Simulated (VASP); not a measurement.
A run of VASP 6.6.1 is set up as follows.

Contents of INCAR:

```
  PREC = Accurate
  ENCUT = 520
  EDIFF = 1E-6
  ISMEAR = -1
  SIGMA = 0.05
  LREAL = F
  LASPH = T
  NELM = 100
  ALGO = Normal
  ISIF = 2
  LWAVE = F
  LCHARG = F
  GGA = PS
  NBANDS = 16
```

KPOINTS

```
regular mesh
0
Gamma
  14 14 13
```

The input POSCAR:

```
WC
1.0
    2.8810343969      0.0000000000      0.0000000000
   -1.4405171984      2.4950489769      0.0000000000
    0.0000000000      0.0000000000      2.8100128507
W C
1 1
Direct
    0.0000000000      0.0000000000      0.0000000000
    0.6666666667      0.3333333333      0.5000000000
```

Potentials or basis: VASP PAW PBE potentials, release 64 (W_sv, C).

Launch:

```console
$ cat potpaw_PBE.64/W_sv/POTCAR potpaw_PBE.64/C/POTCAR > POTCAR
$ mpirun -np 1 vasp_std > vasp.out
```

(1) Estimate the band gap on the k mesh.

(2) Predict the pressure.

Results:

(1) zero (bands 9 and 10 overlap by 1.38 eV).

(2) 9.3 GPa.

Caveat: the cell stands under pressure; the PAW data sets were made with another functional, which shifts forces and pressure a little; spin-orbit coupling is left out, which moves the levels of the heavy elements.
